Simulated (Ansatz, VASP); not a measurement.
## Two plane-wave programs on Al3Cu

The input INCAR:

```
SYSTEM = Al3Cu
PREC = Accurate ; ENCUT = 520
EDIFF = 1E-7 ; ISMEAR = 0
SIGMA = 0.15 ; LREAL = .FALSE.
LASPH = .TRUE. ; NELM = 80
ALGO = Fast ; ISIF = 2
LWAVE = .FALSE. ; LCHARG = .FALSE.
GGA = CA ; NBANDS = 18
```

The input KPOINTS:

```
Automatic mesh
0
G
  12 12 12
  0 0 0
```

File POSCAR:

```
Al3Cu
1.0
    3.8983899491      0.0000000000      0.0000000000
    0.0000000000      3.8983899491      0.0000000000
    0.0000000000      0.0000000000      3.6687747811
Al Cu
3 1
Direct
    0.0000000000      0.5000000000      0.5000000000
    0.5000000000      0.0000000000      0.5000000000
    0.5000000000      0.5000000000      0.0000000000
    0.0000000000      0.0000000000      0.0000000000
```

Input for Ansatz:

```yaml
crystal:
  lattice:
    - [3.8983899491, 0.0, 0.0]
    - [0.0, 3.8983899491, 0.0]
    - [0.0, 0.0, 3.6687747811]
  atoms:
    - { symbol: Al, position: [0.0, 0.5, 0.5] }
    - { symbol: Al, position: [0.5, 0.0, 0.5] }
    - { symbol: Al, position: [0.5, 0.5, 0.0] }
    - { symbol: Cu, position: [0.0, 0.0, 0.0] }
basis:
  ecutwfc: 520.0
kpoints:
  mp_grid: { grid: [12, 12, 12] }
hamiltonian:
  xc: lda
  pseudopotentials: { kind: paw, azcp: { folder: soft_1 } }
scf:
  occupations: { method: gaussian, width: 0.15 }
output:
  forces: true
  stress: true
  eigenvalues: true
```

Alike in both runs: task single point; functional LDA; k mesh 12 × 12 × 12; occupations gaussian, width 0.15 eV; no spin polarisation.

|  | VASP | Ansatz |
| --- | --- | --- |
| version | VASP 6.6.1 | Ansatz 0.2.0 |
| potentials or method | VASP PAW LDA potentials, release 64 (Al, Cu), cutoff 520 eV | scalar-relativistic, plane waves, PAW |
| valence electrons in the cell | 20 | 28 |

Ansatz gave:

| Item | Value |
| --- | --- |
| gap on the k mesh at the Fermi level (eV) | none |
| pressure (GPa) | 3.1 |
| traceless stress, the component that is largest in VASP (GPa) | 4.65 |

Q: What did VASP give for the same quantities?

A: gap on the k mesh at the Fermi level (eV): none; pressure (GPa): 3.5; traceless stress, the component that is largest in VASP (GPa): 4.68.

Ansatz warns that its potentials were made for another functional, while VASP's fit it. LDA's correlation is that of Perdew and Zunger in VASP and of Perdew and Wang (1992) in Ansatz. A gap of «none» marks a metal or a gap that the smearing closes. VASP's potentials hold 20 valence electrons a cell and Ansatz's 28, so a difference there can come from the potentials and not from the codes.
